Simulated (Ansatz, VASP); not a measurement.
## TaN: VASP beside Ansatz

Contents of INCAR:

```
ALGO = Normal
EDIFF = 1E-6
ENCUT = 520
GGA = PE
GGA_COMPAT = F
ISIF = 2
ISMEAR = -1
LASPH = T
LCHARG = T
LMAXMIX = 4
LORBIT = 11
LORBMOM = T
LREAL = F
LSORBIT = T
LVHAR = T
LWAVE = F
MAGMOM = 0 0 0 0 0 0
NBANDS = 28
NELM = 150
PREC = Accurate
SIGMA = 0.02
```

Contents of KPOINTS:

```
k-points
0
Gamma
  12 12 10
```

File POSCAR:

```
TaN
1.0
    2.9379988584      0.0000000000      0.0000000000
   -1.4689994292      2.5443816477      0.0000000000
    0.0000000000      0.0000000000      2.8830000000
Ta N
1 1
Direct
    0.3333333333      0.6666666667      0.5000000000
    0.0000000000      0.0000000000      0.0000000000
```

Input for Ansatz:

```yaml
crystal:
  lattice:
    - [2.9379988584, 0.0, 0.0]
    - [-1.4689994292, 2.5443816477, 0.0]
    - [0.0, 0.0, 2.883]
  atoms:
    - { symbol: Ta, position: [0.3333333333, 0.6666666667, 0.5] }
    - { symbol: "N", position: [0.0, 0.0, 0.0] }
kpoints:
  mp_grid: { grid: [12, 12, 10] }
  band_path:
    path:
      - [0.0, 0.0, 0.0]
      - [0.5, 0.0, 0.0]
      - [0.3333333333, 0.3333333333, 0.0]
      - [0.0, 0.0, 0.0]
      - [0.0, 0.0, 0.5]
      - [0.5, 0.0, 0.5]
      - [0.3333333333, 0.3333333333, 0.5]
      - [0.0, 0.0, 0.5]
      - [0.5, 0.0, 0.5]
    npoints: 5
scf:
  occupations: { method: fermi_dirac, width: 0.02 }
hamiltonian:
  xc: pbe
  pseudopotentials: { kind: all_electron, lapw: { basis_error: 0.00025 } }
output:
  forces: true
  stress: true
  eigenvalues: true
magnetization:
  noncollinear: true
  spin_orbit: true
```

Alike in both runs: task single point; functional PBE; k mesh 12 × 12 × 10; occupations fermi-dirac, width 0.02 eV; non-collinear spin, spin-orbit coupling.

|  | VASP | Ansatz |
| --- | --- | --- |
| version | VASP 6.6.1 | Ansatz 0.2.0 |
| potentials or method | VASP PAW PBE potentials, release 64 (Ta_pv, N), cutoff 520 eV | all-electron LAPW |

```csv
,VASP,Ansatz,Ansatz less VASP
pressure (GPa),5.8,4.5,-1.27
"traceless stress, the component that is largest in VASP (GPa)",0.71,0.59,-0.120
net moment per atom (μB),0.00,0.00,0.000
```

Ansatz ran all-electron here, and VASP with PAW potentials.
